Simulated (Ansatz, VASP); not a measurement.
# Two plane-wave programs on Cu

The input POSCAR:

```
Cu
1.0
    0.0000000000      1.8075000000      1.8075000000
    1.8798000000      0.0000000000      1.8075000000
    1.8798000000      1.8075000000      0.0000000000
Cu
1
Direct
    0.0000000000      0.0000000000      0.0000000000
```

INCAR.step1

```
SYSTEM = Cu
PREC = Accurate
ENCUT = 520
ISMEAR = 0
SIGMA = 0.15
LREAL = .FALSE.
LASPH = .TRUE.
NELM = 80
NBANDS = 12
GGA = PE
ALGO = Normal
EDIFF = 1E-4
LWAVE = .TRUE.
LCHARG = .FALSE.
```

File INCAR.step2:

```
SYSTEM = Cu
PREC = Accurate
ENCUT = 520
EDIFF = 1E-6
ISMEAR = 0
SIGMA = 0.15
LREAL = .FALSE.
LASPH = .TRUE.
NELM = 80
ALGO = Normal
ISIF = 2
LWAVE = .FALSE.
LCHARG = .FALSE.
METAGGA = R2SCAN
LMIXTAU = .TRUE.
NBANDS = 12
ISTART = 1
```

KPOINTS

```
regular mesh
0
G
  22 22 22
  0 0 0
```

Input for Ansatz:

```yaml
crystal:
  lattice:
    - [0.0, 1.8075, 1.8075]
    - [1.8798, 0.0, 1.8075]
    - [1.8798, 1.8075, 0.0]
  atoms:
    - { symbol: Cu, position: [0.0, 0.0, 0.0] }
basis:
  ecutwfc: 500
kpoints:
  mp_grid: { grid: [22, 22, 22] }
hamiltonian:
  xc: r2scan
scf:
  occupations: { method: gaussian, width: 0.15 }
output:
  forces: true
  stress: true
  eigenvalues: true
```

Change from the starting cell: strain +0.0400 x Voigt [1, 0, 0, 0, 0, 0], atoms carried along.

Alike in both runs: task single point; functional r2SCAN; k mesh 22 × 22 × 22; occupations gaussian, width 0.15 eV; no spin polarisation.

|  | VASP | Ansatz |
| --- | --- | --- |
| version | VASP 6.6.1 | Ansatz 0.2.0 |
| potentials or method | VASP PAW PBE potentials, release 64 (Cu), cutoff 520 eV | scalar-relativistic, plane waves, PAW |
| valence electrons in the cell | 11 | 19 |

|  | VASP | Ansatz | Ansatz less VASP |
| --- | --- | --- | --- |
| gap on the k mesh at the Fermi level (eV) | none | none | - |
| pressure (GPa) | -9.1 | -9.6 | -0.57 |
| traceless stress, the component that is largest in VASP (GPa) | -1.52 | -1.51 | +0.008 |

VASP's potentials were made for PBE, not for r2SCAN. A gap of «none» marks a metal or a gap that the smearing closes. With one functional, cell and mesh, what is left measures potentials, basis and numerics. VASP's potentials hold 11 valence electrons a cell and Ansatz's 19, so a difference there can come from the potentials and not from the codes.
